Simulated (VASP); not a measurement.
# CdF2 (I4/mmm) in VASP: notebook, part 2 of 3

VASP 6.6.1. The steps go on from the part before.

### Step 3. Single point, PBE (11.52 Å³/atom)

This run uses another cell than the first one, of 11.52 Å³/atom.

INCAR

```
SYSTEM = CdF2
  ALGO = Normal
  EDIFF = 1E-6
  ENCUT = 520
  GGA = PE
  ISIF = 2
  ISMEAR = 0
  LASPH = .TRUE.
  LCHARG = .FALSE.
  LREAL = .FALSE.
  LWAVE = .FALSE.
  NBANDS = 20
  NELM = 80
  PREC = Accurate
  SIGMA = 0.05
```

KPOINTS

```
k-points
0
G
  8 8 8
  0 0 0
```

POSCAR

```
CdF2
1.0
    0.0000000000      2.5398915675      2.6793316145
    2.5398915675      0.0000000000      2.6793316145
    2.5398915675      2.5398915675      0.0000000000
Cd F
1 2
Direct
    0.0000000000      0.0000000000      0.0000000000
    0.2500000000      0.2500000000      0.2500000000
    0.7500000000      0.7500000000      0.7500000000
```

Potentials or basis: VASP PAW PBE potentials, release 64 (Cd, F).

Launch:

```sh
> cat potpaw_PBE.64/Cd/POTCAR potpaw_PBE.64/F/POTCAR > POTCAR
> mpirun -np 1 vasp_std > vasp.out
```

OUTCAR:

```text
SYSTEM = CdF2
   EDIFF = 1E-6
   ENCUT = 520
   GGA = PE
   ISIF = 2
   ISMEAR = 0
   LASPH = .TRUE.
   LREAL = .FALSE.
   NELM = 80
   PREC = Accurate

 ion  position               nearest neighbor table
   1  0.000  0.000  0.000-   3 2.24   3 2.24   3 2.24   2 2.24   3 2.24   2 2.24   2 2.24   2 2.24

   2  0.250  0.250  0.250-   1 2.24   1 2.24   1 2.24   1 2.24
   3  0.750  0.750  0.750-   1 2.24   1 2.24   1 2.24   1 2.24

  LATTYP: Found a body centered tetragonal cell.
 ALAT       =     3.5919491017
 C/A-ratio  =     1.4918538869

  Lattice vectors:

 A1 = (  -2.5398915675,   0.0000000000,   2.6793316145)
 A2 = (   2.5398915675,   0.0000000000,   2.6793316145)
 A3 = (   0.0000000000,   2.5398915675,  -2.6793316145)

Analysis of symmetry for initial positions (statically):
=====================================================================
 Subroutine PRICEL returns:
 Original cell was already a primitive cell.

 Routine SETGRP: Setting up the symmetry group for a
 body centered tetragonal supercell.

 Subroutine GETGRP returns: Found 16 space group operations
 (whereof 16 operations were pure point group operations)
 out of a pool of 16 trial point group operations.

The static configuration has the point symmetry D_4h.

Analysis of symmetry for dynamics (positions and initial velocities):
=====================================================================
 Subroutine PRICEL returns:
 Original cell was already a primitive cell.

 Routine SETGRP: Setting up the symmetry group for a
 body centered tetragonal supercell.

 Subroutine GETGRP returns: Found 16 space group operations
 (whereof 16 operations were pure point group operations)
 out of a pool of 16 trial point group operations.

The dynamic configuration has the point symmetry D_4h.

 Subroutine INISYM returns: Found 16 space group operations
[... 107 lines left out ...]
   POTIM  = 0.5000    time-step for ionic-motion
   TEBEG  =    0.0;   TEEND  =   0.0 temperature during run
   PSTRESS=    0.0 pullay stress
   NELECT =      26.0000    total number of electrons
   NUPDOWN=      -1.0000    fix difference up-down
   EMIN   =  10.00;   EMAX   =-10.00  energy-range for DOS
   EFERMI =   0.00;   METHOD = LEGACY
   ISMEAR =     0;   SIGMA  =   0.05  broadening in eV -4-tet -1-fermi 0-gaus
   EFERMI_NEDOS =   21; number of points for ismear=-14 and -15
   IALGO  =     38    algorithm
   IMIX   =      4    mixing-type and parameters
     AMIX     =   0.40;   BMIX     =  1.00
     AMIX_MAG =   1.60;   BMIX_MAG =  1.00
  volume/ion in A,a.u.               =      11.52        77.76
  Fermi-wavevector in a.u.,A,eV,Ry     =   1.488802  2.813428 30.157749  2.216532
  Thomas-Fermi vector in A             =   2.601791
   LORBIT       =      0    0 simple, 1 ext, 2 COOP (PROOUT), +10 PAW based schemes
   GGA     = PE    functional components
   LHFCALC =     F    Hartree Fock is set to
   AEXX    =    0.0000 exact exchange contribution
   IVDW    =     0    specifies the selected vdW correction
   LEPSILON=     F    determine dielectric tensor
   LRPA    =     F    only Hartree local field effects (RPA)
 non-spin polarized calculation
 Gauss-broadening in eV      SIGMA  =   0.05
  energy-cutoff  :      520.00
  volume of cell :       34.57
 maximum number of plane-waves:       950
   NGX = 13   NGY = 13   NGZ = 13

 number of electron      26.0000005 magnetization

 Free energy of the ion-electron system (eV)
  ---------------------------------------------------
  ext. energy  EPLUGINS =         0.00000000
  ---------------------------------------------------
  free energy    TOTEN  =       -10.39511759 eV

  energy without entropy =      -10.39511759  energy(sigma->0) =      -10.39511759

 E-fermi :   0.0637     XC(G=0): -11.1032

 val. band max:       -0.2350438317   @ k =  -0.2500   0.2500   0.5000
 cond. band min:       3.2069292347   @ k =   0.0000   0.0000   0.0000
 fundamental gap:      3.4419730664
 Fermi energy:         0.0637152207

 k-point     1 :       0.0000    0.0000    0.0000
  band No.  band energies     occupation
      1     -21.8616      2.00000
      2     -20.3447      2.00000
      3      -6.4228      2.00000
      4      -6.4038      2.00000
      5      -6.4038      2.00000
      6      -4.6289      2.00000
[... 541 lines left out ...]
     19      19.6717      0.00000
     20      21.9688      0.00000

 [... further k-points ...]
[... 5 lines left out ...]
  --------------------------------------------------------------------------------------
  -------------------------------------------------------------------------------------
  Total        6.1172264      6.1172264      4.8353399      0.0000000     -0.0000000     -0.0000000
  in kB      283.5164892    283.5164892    224.1046035      0.0000000     -0.0000000     -0.0000000
  external PRESSURE =     263.7125273 kB  Pullay stress =       0.0000000 kB

 VOLUME and BASIS-vectors are now :
 -----------------------------------------------------------------------------
  energy-cutoff  :      520.00
  volume of cell :       34.57
      direct lattice vectors                 reciprocal lattice vectors
     0.000000000  2.539891567  2.679331615    -0.196858798  0.196858798  0.186613705
     2.539891567  0.000000000  2.679331615     0.196858798 -0.196858798  0.186613705
     2.539891567  2.539891567  0.000000000     0.196858798  0.196858798 -0.186613705

 POSITION                                       TOTAL-FORCE (eV/Angst)
 -----------------------------------------------------------------------------------
      0.00000      0.00000      0.00000        -0.000000     -0.000000      0.000000
      1.26995      1.26995      1.33967         0.000000      0.000000      0.000000
      3.80984      3.80984      4.01900        -0.000000     -0.000000     -0.000000
 -----------------------------------------------------------------------------------
    total drift:                                0.000000      0.000000      0.000000

  FREE ENERGIE OF THE ION-ELECTRON SYSTEM (eV)
  ---------------------------------------------------
  free  energy   TOTEN  =       -10.3951175899 eV

  energy  without entropy=      -10.3951175899  energy(sigma->0) =      -10.39511759
```

Run time: 19 s. Hardware: 1 thread of AMD EPYC 9R45 (Zen 5), shared host; peak memory 0.15 GiB.

What came out:

```yaml
Free_energy: -10.3951 eV
Pressure: 26.4 GPa
Band_gap_on_the_k_mesh: 3.44 eV (least direct gap 3.69 eV)
```

Levels at points of the mesh, in eV from the valence-band top:
| k point | band 9 | band 10 | band 11 | band 12 | band 13 | band 14 | band 15 | band 16 | band 17 | band 18 |
| --- | --- | --- | --- | --- | --- | --- | --- | --- | --- | --- |
| (0.00, 0.00, 0.00) | -1.18 | -1.18 | -0.42 | -0.42 | -0.25 | 3.44 | 13.19 | 13.19 | 13.31 | 18.74 |
| (0.50, 0.00, 0.00) | -2.91 | -2.45 | -2.32 | -0.34 | -0.33 | 8.07 | 9.44 | 15.36 | 15.80 | 18.71 |
| (0.50, 0.50, 0.00) | -3.65 | -3.37 | -1.02 | -0.09 | -0.09 | 9.00 | 10.44 | 12.13 | 15.53 | 15.53 |
| (0.50, 0.00, 0.50) | -3.65 | -3.17 | -0.67 | -0.21 | -0.08 | 8.92 | 10.21 | 12.15 | 14.90 | 15.65 |

Caveat: the cell stands under pressure.

(Continued in part 3 of 3.)
